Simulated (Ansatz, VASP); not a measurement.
**Two plane-wave programs on Al3Cu**

```
CELL_PARAMETERS angstrom
2.60735 0.00000 0.00000
0.00000 2.94021 0.00000
0.00000 0.00000 7.59186
ATOMIC_POSITIONS crystal
Al 0.00000 0.00000 0.50000
Al 0.50000 0.50000 0.22264
Al 0.50000 0.50000 0.77736
Cu 0.00000 0.00000 0.00000
```

Change from the starting cell: strain -0.0600 x Voigt [1, -1, 0, 0, 0, 0], atoms carried along.

Alike in both runs: task single point; functional r2SCAN; k mesh 18 × 18 × 6; occupations gaussian, width 0.15 eV; no spin polarisation.

|  | VASP | Ansatz |
| --- | --- | --- |
| version | VASP 6.6.1 | Ansatz 0.2.0 |
| potentials or method | VASP PAW PBE potentials, release 64 (Al, Cu), cutoff 520 eV | scalar-relativistic, plane waves, PAW |
| valence electrons in the cell | 20 | 28 |

VASP gave:

| Item | Value |
| --- | --- |
| gap on the k mesh at the Fermi level (eV) | none |
| pressure (GPa) | 1.6 |
| traceless stress, the component that is largest in VASP (GPa) | 8.00 |
| rms of the force components (eV/Å) | 0.016 |

**Question.** What did Ansatz give for the same quantities?

**Answer.** gap on the k mesh at the Fermi level (eV): none; pressure (GPa): 1.8; traceless stress, the component that is largest in VASP (GPa): 7.98; rms of the force components (eV/Å): 0.009.

VASP's potentials were made for PBE, not for r2SCAN. Atom by atom the forces differ by 0.007 eV/Å (rms over components). A gap of «none» marks a metal or a gap that the smearing closes. VASP's potentials hold 20 valence electrons a cell and Ansatz's 28, so a difference there can come from the potentials and not from the codes.
